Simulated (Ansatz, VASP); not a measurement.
# Sc in VASP and in Ansatz

```
Sc
1.0
     3.27701    0.00000    0.00000
    -1.63851    2.83797    0.00000
     0.00000    0.00000    5.08256
Sc
2
Direct
  0.33333 0.66667 0.25000
  0.66667 0.33333 0.75000
```

Alike in both runs: functional PBEsol; k mesh 15 × 15 × 8; occupations gaussian, width 0.1 eV; no spin polarisation.

Ansatz relaxed the structure, and its values are those at the end. VASP's run is a single point on that final structure, the one shown.

|  | VASP | Ansatz |
| --- | --- | --- |
| version | VASP 6.6.1 | Ansatz 0.2.0 |
| potentials or method | VASP PAW PBE potentials, release 64 (Sc_sv), cutoff 520 eV | scalar-relativistic, plane waves, PAW |
| valence electrons in the cell | 22 | 22 |

|  | VASP | Ansatz | Ansatz less VASP |
| --- | --- | --- | --- |
| gap on the k mesh at the Fermi level (eV) | none | none | - |
| pressure (GPa) | 0.0 | 0.0 | -0.01 |

VASP's potentials were made for PBE, not for PBEsol, and Ansatz warns of the same on its side. A gap of «none» marks a metal or a gap that the smearing closes.
